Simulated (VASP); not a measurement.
# CsSnI3 (Pm-3m) in VASP: further runs

Aim: see how the results for CsSnI3 move with the level of theory and the settings. Levels: revPBE, BLYP, PBE. Tasks: relaxation of cell and atoms, single point.

All numbers are computed with VASP 6.6.1; they aren't measurements. Logs are shortened: lines on timing, memory, paths and dates and some standing lists are left out, and cuts for length are marked.

## 1. The cell of the first run

The structure is cubic, space group Pm-3m (No. 221). The conventional cell has a = 6.206 Å, b = 6.206 Å, c = 6.206 Å, α = 90.00°, β = 90.00°, γ = 90.00°. Within 5.8 Å of Cs (site symmetry m-3m) lie 12 I at 4.39 Å and 8 Sn at 5.37 Å. Within 4.1 Å of I (site symmetry 4/mmm) lie 2 Sn at 3.10 Å. Sn (site symmetry m-3m) has 6 I at 3.10 Å within 4.1 Å.

## 2. Relaxation of cell and atoms, revPBE

INCAR reads:

```
PREC     = Accurate       # precision mode
ENCUT    = 600            # plane-wave cutoff, eV
EDIFF    = 1E-7           # SCF threshold, eV
ISMEAR   = -1             # smearing method
SIGMA    = 0.05           # smearing width, eV
LREAL    = False          # projectors in reciprocal space
LASPH    = True           # aspherical terms in the spheres
NELM     = 60             # most SCF steps
ALGO     = Normal         # electronic algorithm
ISIF     = 3              # what is computed and relaxed
LWAVE    = False          # write WAVECAR
LCHARG   = False          # write CHGCAR
GGA      = RE             # functional
IBRION   = 2              # ionic algorithm
NSW      = 60             # ionic steps
EDIFFG   = -0.01          # ionic threshold
```

KPOINTS reads:

```
regular mesh
0
Gamma
  5 5 5
```

POSCAR reads:

```
CsSnI3
1.0
    6.2057000000      0.0000000000      0.0000000000
    0.0000000000      6.2057000000      0.0000000000
    0.0000000000      0.0000000000      6.2057000000
Cs I Sn
1 3 1
Direct
    0.0000000000      0.0000000000      0.0000000000
    0.5000000000      0.5000000000      0.0000000000
    0.5000000000      0.0000000000      0.5000000000
    0.0000000000      0.5000000000      0.5000000000
    0.5000000000      0.5000000000      0.5000000000
```

Potentials or basis: VASP PAW PBE potentials, release 64 (Cs_sv, I, Sn_d).

Command:

```console
> cat potpaw_PBE.64/Cs_sv/POTCAR potpaw_PBE.64/I/POTCAR potpaw_PBE.64/Sn_d/POTCAR > POTCAR
> mpirun -np 1 vasp_std > vasp.out
```

OUTCAR:

```text
PREC = Accurate
   ENCUT = 600
   EDIFF = 1E-7
   ISMEAR = -1
   LREAL = False
   LASPH = True
   NELM = 60
   ISIF = 3
   GGA = RE
   IBRION = 2
   NSW = 60
   EDIFFG = -0.01

 ion  position               nearest neighbor table
   1  0.000  0.000  0.000-
   2  0.500  0.500  0.000-   5 3.10   5 3.10
   3  0.500  0.000  0.500-   5 3.10   5 3.10
   4  0.000  0.500  0.500-   5 3.10   5 3.10
   5  0.500  0.500  0.500-   2 3.10   3 3.10   4 3.10   2 3.10   3 3.10   4 3.10

  LATTYP: Found a simple cubic cell.
 ALAT       =     6.2057000000

  Lattice vectors:

 A1 = (   6.2057000000,   0.0000000000,   0.0000000000)
 A2 = (   0.0000000000,   6.2057000000,   0.0000000000)
 A3 = (   0.0000000000,   0.0000000000,   6.2057000000)

Analysis of symmetry for initial positions (statically):
=====================================================================
 Subroutine PRICEL returns:
 Original cell was already a primitive cell.

 Routine SETGRP: Setting up the symmetry group for a
 simple cubic supercell.

 Subroutine GETGRP returns: Found 48 space group operations
 (whereof 48 operations were pure point group operations)
 out of a pool of 48 trial point group operations.

The static configuration has the point symmetry O_h .

Analysis of symmetry for dynamics (positions and initial velocities):
=====================================================================
 Subroutine PRICEL returns:
 Original cell was already a primitive cell.

 Routine SETGRP: Setting up the symmetry group for a
 simple cubic supercell.

 Subroutine GETGRP returns: Found 48 space group operations
 (whereof 48 operations were pure point group operations)
 out of a pool of 48 trial point group operations.

The dynamic configuration has the point symmetry O_h .

 Subroutine INISYM returns: Found 48 space group operations
 (whereof 48 operations are pure point group operations),
 and found     1 'primitive' translations

----------------------------------------------------------------------------------------

                                     Primitive cell

  volume of cell :     238.9859

  direct lattice vectors                    reciprocal lattice vectors
     6.205700000  0.000000000  0.000000000     0.161142176  0.000000000  0.000000000
     0.000000000  6.205700000  0.000000000     0.000000000  0.161142176  0.000000000
     0.000000000  0.000000000  6.205700000     0.000000000  0.000000000  0.161142176

  length of vectors
     6.205700000  6.205700000  6.205700000     0.161142176  0.161142176  0.161142176

  position of ions in fractional coordinates (direct lattice)
     0.000000000  0.000000000  0.000000000
     0.500000000  0.500000000  0.000000000
     0.500000000  0.000000000  0.500000000
     0.000000000  0.500000000  0.500000000
     0.500000000  0.500000000  0.500000000

  ion indices of the primitive-cell ions
   primitive index   ion index
                 1           1
                 2           2
                 3           3
                 4           4
                 5           5

----------------------------------------------------------------------------------------

 KPOINTS: regular mesh

Automatic generation of k-mesh.
 Grid dimensions read from file:
 generate k-points for:    5    5    5

 Generating k-lattice:

  Cartesian coordinates                     Fractional coordinates (reciprocal lattice)
     0.032228435  0.000000000  0.000000000     0.200000000  0.000000000  0.000000000
     0.000000000  0.032228435  0.000000000     0.000000000  0.200000000  0.000000000
     0.000000000  0.000000000  0.032228435     0.000000000  0.000000000  0.200000000

  Length of vectors
     0.032228435  0.032228435  0.032228435

  Shift w.r.t. Gamma in fractional coordinates (k-lattice)
     0.000000000  0.000000000  0.000000000

 Subroutine IBZKPT returns following result:
 ===========================================

 Found     10 irreducible k-points:

 Following reciprocal coordinates:
            Coordinates               Weight
  0.000000  0.000000  0.000000      1.000000
  0.200000  0.000000  0.000000      6.000000
  0.400000  0.000000  0.000000      6.000000
  0.200000  0.200000  0.000000     12.000000
  0.400000  0.200000  0.000000     24.000000
  0.400000  0.400000  0.000000     12.000000
  0.200000  0.200000  0.200000      8.000000
  0.400000  0.200000  0.200000     24.000000
  0.400000  0.400000  0.200000     24.000000
  0.400000  0.400000  0.400000      8.000000
   k-points           NKPTS =     10   k-points in BZ     NKDIM =     10   number of bands    NBANDS=     26
   number of dos      NEDOS =    301   number of ions     NIONS =      5
   total plane-waves  NPLWV = 125000
   dimension x,y,z NGX =    50 NGY =   50 NGZ =   50
   dimension x,y,z NGXF=   100 NGYF=  100 NGZF=  100
   ions per type =               1   3   1
   NGX,Y,Z   is equivalent  to a cutoff of  13.39, 13.39, 13.39 a.u.
   NGXF,Y,Z  is equivalent  to a cutoff of  26.79, 26.79, 26.79 a.u.
 SYSTEM =  unknown system
   PREC   = accura    normal or accurate (medium, high low for compatibility)
   ISTART =      0    job   : 0-new  1-cont  2-samecut
   ICHARG =      2    charge: 1-file 2-atom 10-const
   ISPIN  =      1    spin polarized calculation?
   LNONCOLLINEAR =      F non collinear calculations
   LSORBIT =      F    spin-orbit coupling
   LASPH  =      T    aspherical Exc in radial PAW
   ENCUT  =  600.0 eV  44.10 Ry    6.64 a.u.  12.39 12.39 12.39*2*pi/ulx,y,z
   NELM   =     60;   NELMIN=  2; NELMDL= -5     # of ELM steps
   EDIFF  = 0.1E-06   stopping-criterion for ELM
   LREAL  =      F    real-space projection
   EDIFFG = -.1E-01   stopping-criterion for IOM
   NSW    =     60    number of steps for IOM
   IBRION =      2    ionic relax: 0-MD 1-quasi-New 2-CG
   NFREE  =      1    steps in history (QN), initial steepest desc. (CG)
   ISIF   =      3    stress and relaxation
   ISYM   =      2    0-nonsym 1-usesym 2-fastsym
   POTIM  = 0.5000    time-step for ionic-motion
   TEBEG  =    0.0;   TEEND  =   0.0 temperature during run
   PSTRESS=    0.0 pullay stress
   NELECT =      44.0000    total number of electrons
   NUPDOWN=      -1.0000    fix difference up-down
   EMIN   =  10.00;   EMAX   =-10.00  energy-range for DOS
   EFERMI =   0.00;   METHOD = LEGACY
   ISMEAR =    -1;   SIGMA  =   0.05  broadening in eV -4-tet -1-fermi 0-gaus
   EFERMI_NEDOS =   21; number of points for ismear=-14 and -15
   IALGO  =     38    algorithm
   IMIX   =      4    mixing-type and parameters
     AMIX     =   0.40;   BMIX     =  1.00
     AMIX_MAG =   1.60;   BMIX_MAG =  1.00
  volume/ion in A,a.u.               =      47.80       322.55
  Fermi-wavevector in a.u.,A,eV,Ry     =   0.931326  1.759950 11.801253  0.867368
  Thomas-Fermi vector in A             =   2.057807
   LORBIT       =      0    0 simple, 1 ext, 2 COOP (PROOUT), +10 PAW based schemes
   GGA     = RE    functional components
   LHFCALC =     F    Hartree Fock is set to
   AEXX    =    0.0000 exact exchange contribution
   IVDW    =     0    specifies the selected vdW correction
   LEPSILON=     F    determine dielectric tensor
   LRPA    =     F    only Hartree local field effects (RPA)
 conjugate gradient relaxation of ions
 non-spin polarized calculation
  energy-cutoff  :      600.00
  volume of cell :      238.99
 maximum number of plane-waves:      8025
 NGX is ok and might be reduce to    50
   NGX = 25   NGY = 25   NGZ = 25

--------------------------------------- Ionic step        1  -------------------------------------------

 number of electron      43.9999989 magnetization

 Free energy of the ion-electron system (eV)
  ---------------------------------------------------
  ext. energy  EPLUGINS =         0.00000000
  ---------------------------------------------------
  free energy    TOTEN  =       -12.95922212 eV

  energy without entropy =      -12.95922211  energy(sigma->0) =      -12.95922211

------------------------ aborting loop because EDIFF is reached ----------------------------------------

  FORCE on cell =-STRESS in cart. coord.  units (eV):
  Direction    XX          YY          ZZ          XY          YZ          ZX
  --------------------------------------------------------------------------------------
  -------------------------------------------------------------------------------------
  Total        2.0565263      2.0565263      2.0565263     -0.0000000     -0.0000000      0.0000000
  in kB       13.7870873     13.7870873     13.7870873     -0.0000000     -0.0000000      0.0000000
  external PRESSURE =      13.7870873 kB  Pullay stress =       0.0000000 kB

 VOLUME and BASIS-vectors are now :
 -----------------------------------------------------------------------------
  energy-cutoff  :      600.00
  volume of cell :      238.99
      direct lattice vectors                 reciprocal lattice vectors
     6.205700000  0.000000000  0.000000000     0.161142176  0.000000000  0.000000000
     0.000000000  6.205700000  0.000000000     0.000000000  0.161142176  0.000000000
     0.000000000  0.000000000  6.205700000     0.000000000  0.000000000  0.161142176
[... 79 lines left out ...]
 POSITION                                       TOTAL-FORCE (eV/Angst)
 -----------------------------------------------------------------------------------
      0.00000      0.00000      0.00000        -0.000000      0.000000      0.000000
      3.19674      3.19674     -0.00000        -0.000000     -0.000000      0.000000
      3.19674     -0.00000      3.19674        -0.000000      0.000000      0.000000
     -0.00000      3.19674      3.19674        -0.000000      0.000000      0.000000
      3.19674      3.19674      3.19674         0.000000      0.000000      0.000000
 -----------------------------------------------------------------------------------
    total drift:                                0.000000     -0.000000      0.000000

  FREE ENERGIE OF THE ION-ELECTRON SYSTEM (eV)
  ---------------------------------------------------
  free  energy   TOTEN  =       -13.0450437337 eV

  energy  without entropy=      -13.0450437302  energy(sigma->0) =      -13.04504373

--------------------------------------- Ionic step        4  -------------------------------------------

 number of electron      44.0000011 magnetization

 Free energy of the ion-electron system (eV)
  ---------------------------------------------------
  ext. energy  EPLUGINS =         0.00000000
  ---------------------------------------------------
  free energy    TOTEN  =       -13.04512792 eV

  energy without entropy =      -13.04512791  energy(sigma->0) =      -13.04512792

 E-fermi :   2.1912     XC(G=0):  -6.9451

 val. band max:        1.2881372072   @ k =   0.4000   0.4000   0.4000
 cond. band min:       3.1320485445   @ k =   0.4000   0.4000   0.4000
 fundamental gap:      1.8439113374
 Fermi energy:         2.1911589915

 k-point     1 :       0.0000    0.0000    0.0000
  band No.  band energies     occupation
      1     -20.0754      2.00000
      2     -19.9281      2.00000
      3     -19.9281      2.00000
      4     -19.9199      2.00000
      5     -19.9199      2.00000
      6     -19.9199      2.00000
[... 18 lines left out ...]
     25       5.7982      0.00000
     26       6.0727      0.00000
[... 281 lines left out ...]
 POSITION                                       TOTAL-FORCE (eV/Angst)
 -----------------------------------------------------------------------------------
      0.00000      0.00000      0.00000        -0.000000      0.000000      0.000000
      3.19389      3.19389     -0.00000        -0.000000     -0.000000      0.000000
      3.19389     -0.00000      3.19389        -0.000000      0.000000      0.000000
     -0.00000      3.19389      3.19389        -0.000000      0.000000      0.000000
      3.19389      3.19389      3.19389         0.000000      0.000000      0.000000
 -----------------------------------------------------------------------------------
    total drift:                                0.000000     -0.000000      0.000000

  FREE ENERGIE OF THE ION-ELECTRON SYSTEM (eV)
  ---------------------------------------------------
  free  energy   TOTEN  =       -13.0451279176 eV

  energy  without entropy=      -13.0451279140  energy(sigma->0) =      -13.04512792

 reached required accuracy - stopping structural energy minimisation
```

Wall time 2.2 min (1 thread of Intel Xeon 6975P-C (Granite Rapids), shared host); peak memory 0.41 GiB.

Results:

* Free energy: -13.0451 eV
* Relaxed volume: 52.13 Å³/atom
* Relaxed cell: a = 6.388 Å, b = 6.388 Å, c = 6.388 Å, α = 90.00°, β = 90.00°, γ = 90.00°
* Space group after relaxing (to 0.05 Å): Pm-3m (No. 221)
* Energy gained by relaxing: 17.2 meV/atom
* Ionic steps: 4
* Pressure after relaxing: 0.0 GPa
* Band gap on the k mesh: 1.84 eV, direct

Step by step:
| step | energy change (eV) | largest force (eV/Å) | pressure (GPa) | volume (Å³) |
| --- | --- | --- | --- | --- |
| 1 | 0.0000 | 0.0000 | 1.38 | 238.99 |
| 2 | -0.0776 | 0.0000 | 0.39 | 253.50 |
| 3 | -0.0858 | 0.0000 | -0.04 | 261.34 |
| 4 | -0.0859 | 0.0000 | 0.00 | 260.65 |

Final structure:
```
Cs I Sn
1.0
     6.38778    0.00000    0.00000
     0.00000    6.38778    0.00000
     0.00000    0.00000    6.38778
Cs I Sn
1 3 1
Direct
  0.00000 0.00000 0.00000
  0.50000 0.50000 0.00000
  0.50000 0.00000 0.50000
  0.00000 0.50000 0.50000
  0.50000 0.50000 0.50000
```

Caveat: the PAW data sets were made with another functional, which shifts forces and pressure a little; spin-orbit coupling is left out, which moves the levels of the heavy elements. A k mesh can miss the band edges.

[end of part 1 of 2]
